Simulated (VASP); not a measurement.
# Mg3CdS2 (P-6m2) in VASP: a series of runs

Mg3CdS2 is run at these levels: PBE; tasks: single point, relaxation of cell and atoms.

All numbers are computed with VASP 6.6.1; they aren't measurements. Logs are shortened: lines on timing, memory, paths and dates and some standing lists are left out, and cuts for length are marked.

**1. The cell of the first run**

The structure is hexagonal, space group P-6m2 (No. 187). The conventional cell has a = 4.492 Å, b = 4.492 Å, c = 6.834 Å, α = 90.00°, β = 90.00°, γ = 120.00°. Within 2.5 Å of Mg (site symmetry mm2) lie 2 S at 1.86 Å and 4 Mg at 2.02 to 2.47 Å. Within 2.9 Å of Cd (site symmetry -6m2) lie 2 S at 2.23 Å. Within 2.5 Å of S (site symmetry 3m) lie 3 Mg at 1.86 Å and 1 Cd at 2.23 Å and 1 S at 2.38 Å.

The cell was built from a structure type or drawn by symmetry, and may not be a known phase.

**2. Single point, PBE**

INCAR

```
SYSTEM = Mg3CdS2
PREC = Accurate
ENCUT = 520
EDIFF = 1E-6
ISMEAR = 0
SIGMA = 0.1
LREAL = .False.
LASPH = .True.
NELM = 100
ALGO = Normal
ISIF = 2
LWAVE = .False.
LCHARG = .False.
GGA = PE
NBANDS = 24
```

KPOINTS

```
Automatic mesh
0
Gamma
  6 6 4
  0 0 0
```

POSCAR

```
Mg3CdS2
1.0
    4.4915326500      0.0000000000      0.0000000000
   -2.2457663300      3.8897813800      0.0000000000
    0.0000000000      0.0000000000      6.8343969400
Mg Cd S
3 1 2
Direct
    0.8166432900      0.1833567100      0.5000000000
    0.8166432900      0.6332865800      0.5000000000
    0.3667134200      0.1833567100      0.5000000000
    0.0000000000      0.0000000000      0.0000000000
    0.0000000000      0.0000000000      0.6742776000
    0.0000000000      0.0000000000      0.3257224000
```

Potentials or basis: VASP PAW PBE potentials, release 64 (Mg, Cd, S).

Started as:

```
$ cat potpaw_PBE.64/Mg/POTCAR potpaw_PBE.64/Cd/POTCAR potpaw_PBE.64/S/POTCAR > POTCAR
$ mpirun -np 1 vasp_std > vasp.out
```

OUTCAR:

```text
SYSTEM = Mg3CdS2
   PREC = Accurate
   ENCUT = 520
   EDIFF = 1E-6
   ISMEAR = 0
   LREAL = .False.
   LASPH = .True.
   NELM = 100
   ISIF = 2
   GGA = PE

 ion  position               nearest neighbor table
   1  0.817  0.183  0.500-   5 1.86   6 1.86   3 2.02   2 2.02   3 2.47   2 2.47   4 3.70   4 3.70

   2  0.817  0.633  0.500-   5 1.86   6 1.86   3 2.02   1 2.02   3 2.47   1 2.47   4 3.70   4 3.70

   3  0.367  0.183  0.500-   5 1.86   6 1.86   1 2.02   2 2.02   1 2.47   2 2.47   4 3.70   4 3.70

   4  0.000  0.000  0.000-   5 2.23   6 2.23   3 3.70   3 3.70   1 3.70   1 3.70   2 3.70   2 3.70

   5  0.000  0.000  0.674-   3 1.86   1 1.86   2 1.86   4 2.23   6 2.38
   6  0.000  0.000  0.326-   3 1.86   1 1.86   2 1.86   4 2.23   5 2.38

  LATTYP: Found a hexagonal cell.
 ALAT       =     4.4915326500
 C/A-ratio  =     1.5216180027

  Lattice vectors:

 A1 = (   4.4915326500,   0.0000000000,   0.0000000000)
 A2 = (  -2.2457663300,   3.8897813800,   0.0000000000)
 A3 = (   0.0000000000,   0.0000000000,   6.8343969400)

Analysis of symmetry for initial positions (statically):
=====================================================================
 Subroutine PRICEL returns:
 Original cell was already a primitive cell.

 Routine SETGRP: Setting up the symmetry group for a
 hexagonal supercell.

 Subroutine GETGRP returns: Found 12 space group operations
 (whereof 12 operations were pure point group operations)
 out of a pool of 24 trial point group operations.

The static configuration has the point symmetry D_3h.

Analysis of symmetry for dynamics (positions and initial velocities):
=====================================================================
 Subroutine PRICEL returns:
 Original cell was already a primitive cell.

 Routine SETGRP: Setting up the symmetry group for a
 hexagonal supercell.

 Subroutine GETGRP returns: Found 12 space group operations
 (whereof 12 operations were pure point group operations)
 out of a pool of 24 trial point group operations.

The dynamic configuration has the point symmetry D_3h.

 Subroutine INISYM returns: Found 12 space group operations
 (whereof 12 operations are pure point group operations),
 and found     1 'primitive' translations

----------------------------------------------------------------------------------------

                                     Primitive cell

  volume of cell :     119.4043

  direct lattice vectors                    reciprocal lattice vectors
     4.491532650  0.000000000  0.000000000     0.222641151  0.128541929  0.000000000
    -2.245766330  3.889781380  0.000000000     0.000000000  0.257083857  0.000000000
     0.000000000  0.000000000  6.834396940     0.000000000  0.000000000  0.146318689

  length of vectors
     4.491532650  4.491532655  6.834396940     0.257083857  0.257083857  0.146318689

  position of ions in fractional coordinates (direct lattice)
     0.816643290  0.183356710  0.500000000
     0.816643290  0.633286580  0.500000000
     0.366713420  0.183356710  0.500000000
     0.000000000  0.000000000  0.000000000
     0.000000000  0.000000000  0.674277600
     0.000000000  0.000000000  0.325722400

  ion indices of the primitive-cell ions
   primitive index   ion index
                 1           1
                 2           2
                 3           3
                 4           4
                 5           5
                 6           6

----------------------------------------------------------------------------------------

 KPOINTS: Automatic mesh

Automatic generation of k-mesh.
 Grid dimensions read from file:
 generate k-points for:    6    6    4

 Generating k-lattice:

  Cartesian coordinates                     Fractional coordinates (reciprocal lattice)
     0.037106859  0.021423655  0.000000000     0.166666667  0.000000000  0.000000000
     0.000000000  0.042847309  0.000000000     0.000000000  0.166666667  0.000000000
     0.000000000  0.000000000  0.036579672     0.000000000  0.000000000  0.250000000

  Length of vectors
     0.042847310  0.042847309  0.036579672

  Shift w.r.t. Gamma in fractional coordinates (k-lattice)
     0.000000000  0.000000000  0.000000000

 Subroutine IBZKPT returns following result:
 ===========================================

 Found     21 irreducible k-points:

 Following reciprocal coordinates:
            Coordinates               Weight
  0.000000  0.000000  0.000000      1.000000
  0.166667  0.000000  0.000000      6.000000
  0.333333  0.000000  0.000000      6.000000
  0.500000  0.000000  0.000000      3.000000
  0.166667  0.166667  0.000000      6.000000
  0.333333  0.166667  0.000000     12.000000
[... 13 lines left out ...]
  0.333333  0.166667  0.500000     12.000000
  0.333333  0.333333  0.500000      2.000000
   k-points           NKPTS =     21   k-points in BZ     NKDIM =     21   number of bands    NBANDS=     24
   number of dos      NEDOS =    301   number of ions     NIONS =      6
   total plane-waves  NPLWV =  69984
   dimension x,y,z NGX =    36 NGY =   36 NGZ =   54
   dimension x,y,z NGXF=    72 NGYF=   72 NGZF=  108
   ions per type =               3   1   2
   NGX,Y,Z   is equivalent  to a cutoff of  13.32, 13.32, 13.14 a.u.
   NGXF,Y,Z  is equivalent  to a cutoff of  26.65, 26.65, 26.27 a.u.
 SYSTEM =  Mg3CdS2
   PREC   = accura    normal or accurate (medium, high low for compatibility)
   ISTART =      0    job   : 0-new  1-cont  2-samecut
   ICHARG =      2    charge: 1-file 2-atom 10-const
   ISPIN  =      1    spin polarized calculation?
   LNONCOLLINEAR =      F non collinear calculations
   LSORBIT =      F    spin-orbit coupling
   LASPH  =      T    aspherical Exc in radial PAW
   ENCUT  =  520.0 eV  38.22 Ry    6.18 a.u.   8.35  8.35 12.71*2*pi/ulx,y,z
   NELM   =    100;   NELMIN=  2; NELMDL= -5     # of ELM steps
   EDIFF  = 0.1E-05   stopping-criterion for ELM
   LREAL  =      F    real-space projection
   EDIFFG = 0.1E-04   stopping-criterion for IOM
   NSW    =      0    number of steps for IOM
   IBRION =     -1    ionic relax: 0-MD 1-quasi-New 2-CG
   NFREE  =      0    steps in history (QN), initial steepest desc. (CG)
   ISIF   =      2    stress and relaxation
   ISYM   =      2    0-nonsym 1-usesym 2-fastsym
   POTIM  = 0.5000    time-step for ionic-motion
   TEBEG  =    0.0;   TEEND  =   0.0 temperature during run
   PSTRESS=    0.0 pullay stress
   NELECT =      30.0000    total number of electrons
   NUPDOWN=      -1.0000    fix difference up-down
   EMIN   =  10.00;   EMAX   =-10.00  energy-range for DOS
   EFERMI =   0.00;   METHOD = LEGACY
   ISMEAR =     0;   SIGMA  =   0.10  broadening in eV -4-tet -1-fermi 0-gaus
   EFERMI_NEDOS =   21; number of points for ismear=-14 and -15
   IALGO  =     38    algorithm
   IMIX   =      4    mixing-type and parameters
     AMIX     =   0.40;   BMIX     =  1.00
     AMIX_MAG =   1.60;   BMIX_MAG =  1.00
  volume/ion in A,a.u.               =      19.90       134.30
  Fermi-wavevector in a.u.,A,eV,Ry     =   1.033020  1.952124 14.519181  1.067130
  Thomas-Fermi vector in A             =   2.167246
   LORBIT       =      0    0 simple, 1 ext, 2 COOP (PROOUT), +10 PAW based schemes
   GGA     = PE    functional components
   LHFCALC =     F    Hartree Fock is set to
   AEXX    =    0.0000 exact exchange contribution
   IVDW    =     0    specifies the selected vdW correction
   LEPSILON=     F    determine dielectric tensor
   LRPA    =     F    only Hartree local field effects (RPA)
 non-spin polarized calculation
 Gauss-broadening in eV      SIGMA  =   0.10
  energy-cutoff  :      520.00
  volume of cell :      119.40
 maximum number of plane-waves:      3247
 NGX is ok and might be reduce to    36
   NGX = 17   NGY = 17   NGZ = 25

 number of electron      29.9999996 magnetization

 Free energy of the ion-electron system (eV)
  ---------------------------------------------------
  ext. energy  EPLUGINS =         0.00000000
  ---------------------------------------------------
  free energy    TOTEN  =         8.41767256 eV

  energy without entropy =        8.43478162  energy(sigma->0) =        8.42622709

 E-fermi :   4.6949     XC(G=0):  -8.8411

 val. band max:        4.6784535347   @ k =   0.3333   0.3333   0.0000
 cond. band min:       4.7057826307   @ k =   0.1667   0.0000   0.0000
 fundamental gap:      0.0273290960
 Fermi energy:         4.6948570611

 k-point     1 :       0.0000    0.0000    0.0000
  band No.  band energies     occupation
      1     -13.2314      2.00000
      2     -10.3082      2.00000
      3      -7.3028      2.00000
      4      -5.8863      2.00000
      5      -5.8863      2.00000
      6      -5.5318      2.00000
[... 16 lines left out ...]
     23       9.1421      0.00000
     24       9.5477      0.00000

 k-point     2 :       0.1667    0.0000    0.0000
  band No.  band energies     occupation
      1     -13.1910      2.00000
      2     -10.2832      2.00000
      3      -7.2934      2.00000
      4      -5.8989      2.00000
      5      -5.8892      2.00000
      6      -5.5339      2.00000
[... 16 lines left out ...]
     23       9.6144      0.00000
     24      10.3452      0.00000

 k-point     3 :       0.3333    0.0000    0.0000
  band No.  band energies     occupation
      1     -13.1081      2.00000
      2     -10.2321      2.00000
      3      -7.2737      2.00000
      4      -5.9250      2.00000
      5      -5.8949      2.00000
      6      -5.5386      2.00000
[... 16 lines left out ...]
     23      10.4014      0.00000
     24      10.9462      0.00000

 k-point     4 :       0.5000    0.0000    0.0000
  band No.  band energies     occupation
      1     -13.0654      2.00000
      2     -10.2059      2.00000
      3      -7.2631      2.00000
      4      -5.9387      2.00000
      5      -5.8978      2.00000
      6      -5.5412      2.00000
[... 16 lines left out ...]
     23       9.8448      0.00000
     24      10.3172      0.00000

 k-point     5 :       0.1667    0.1667    0.0000
  band No.  band energies     occupation
      1     -13.1292      2.00000
      2     -10.2451      2.00000
      3      -7.2788      2.00000
      4      -5.9158      2.00000
      5      -5.8960      2.00000
      6      -5.5335      2.00000
[... 16 lines left out ...]
     23      10.5426      0.00000
     24      11.1205      0.00000

 k-point     6 :       0.3333    0.1667    0.0000
  band No.  band energies     occupation
      1     -13.0657      2.00000
      2     -10.2060      2.00000
      3      -7.2633      2.00000
      4      -5.9316      2.00000
      5      -5.9045      2.00000
      6      -5.5313      2.00000
[... 16 lines left out ...]
     23      10.8004      0.00000
     24      11.3116      0.00000
[... 298 lines left out ...]
 k-point    18 :       0.5000    0.0000    0.5000
  band No.  band energies     occupation
      1     -12.8845      2.00000
      2     -10.8774      2.00000
      3      -5.9879      2.00000
      4      -5.9187      2.00000
      5      -5.8265      2.00000
      6      -5.5374      2.00000
[... 16 lines left out ...]
     23       9.5249      0.00000
     24       9.5370      0.00000

 k-point    19 :       0.1667    0.1667    0.5000
  band No.  band energies     occupation
      1     -12.9521      2.00000
      2     -10.9094      2.00000
      3      -5.9493      2.00000
      4      -5.9168      2.00000
      5      -5.8511      2.00000
      6      -5.5332      2.00000
[... 16 lines left out ...]
     23       9.4453      0.00000
     24      10.1491      0.00000

 k-point    20 :       0.3333    0.1667    0.5000
  band No.  band energies     occupation
      1     -12.8848      2.00000
      2     -10.8775      2.00000
      3      -5.9753      2.00000
      4      -5.9291      2.00000
      5      -5.8254      2.00000
      6      -5.5297      2.00000
[... 16 lines left out ...]
     23       9.2529      0.00000
     24      10.3345      0.00000

 k-point    21 :       0.3333    0.3333    0.5000
  band No.  band energies     occupation
      1     -12.8621      2.00000
      2     -10.8668      2.00000
      3      -5.9634      2.00000
      4      -5.9523      2.00000
      5      -5.8156      2.00000
      6      -5.5104      2.00000
[... 16 lines left out ...]
     23       9.5883      0.00000
     24      10.9502      0.00000

------------------------ aborting loop because EDIFF is reached ----------------------------------------

  FORCE on cell =-STRESS in cart. coord.  units (eV):
  Direction    XX          YY          ZZ          XY          YZ          ZX
  --------------------------------------------------------------------------------------
  -------------------------------------------------------------------------------------
  Total       60.4274069     60.4274070     69.4126493     -0.0000001     -0.0000000     -0.0000000
  in kB      810.8202516    810.8202529    931.3850227     -0.0000010     -0.0000000     -0.0000000
  external PRESSURE =     851.0085090 kB  Pullay stress =       0.0000000 kB

 VOLUME and BASIS-vectors are now :
 -----------------------------------------------------------------------------
  energy-cutoff  :      520.00
  volume of cell :      119.40
      direct lattice vectors                 reciprocal lattice vectors
     4.491532650  0.000000000  0.000000000     0.222641151  0.128541929  0.000000000
    -2.245766330  3.889781380  0.000000000     0.000000000  0.257083857  0.000000000
     0.000000000  0.000000000  6.834396940     0.000000000  0.000000000  0.146318689

 POSITION                                       TOTAL-FORCE (eV/Angst)
 -----------------------------------------------------------------------------------
      3.25620      0.71322      3.41720        -5.360190      3.094707      0.000000
      2.24577      2.46335      3.41720         0.000000     -6.189414     -0.000000
      1.23533      0.71322      3.41720         5.360190      3.094707      0.000000
      0.00000      0.00000      0.00000        -0.000000      0.000000      0.000000
      0.00000      0.00000      4.60828        -0.000000      0.000000     20.471780
      0.00000      0.00000      2.22612        -0.000000     -0.000000    -20.471780
 -----------------------------------------------------------------------------------
    total drift:                                0.000000     -0.000000      0.000000

  FREE ENERGIE OF THE ION-ELECTRON SYSTEM (eV)
  ---------------------------------------------------
  free  energy   TOTEN  =         8.4176725604 eV

  energy  without entropy=        8.4347816241  energy(sigma->0) =        8.42622709
```

Run time: 94 s. Hardware: 1 thread of Intel Xeon 8259CL, shared host; peak memory 0.28 GiB.

Results:

```yaml
Free_energy: 8.4177 eV
Pressure: 85.1 GPa
Largest_force: 20.472 eV/Å
Band_gap_on_the_k_mesh: zero (bands 15 and 16 overlap by 0.64 eV)
```

Forces in eV/Å, atoms in the order of the input:
```
Mg   -5.360   3.095   0.000
Mg    0.000  -6.189   0.000
Mg    5.360   3.095   0.000
Cd    0.000   0.000   0.000
S     0.000   0.000  20.472
S     0.000   0.000 -20.472
```

Caveat: the cell stands under pressure; semilocal functionals underestimate gaps, so a narrow gap can read as zero; forces of over 1 eV/Å act on the atoms, so gaps and moduli don't describe the material at rest.

[end of part 1 of 3]
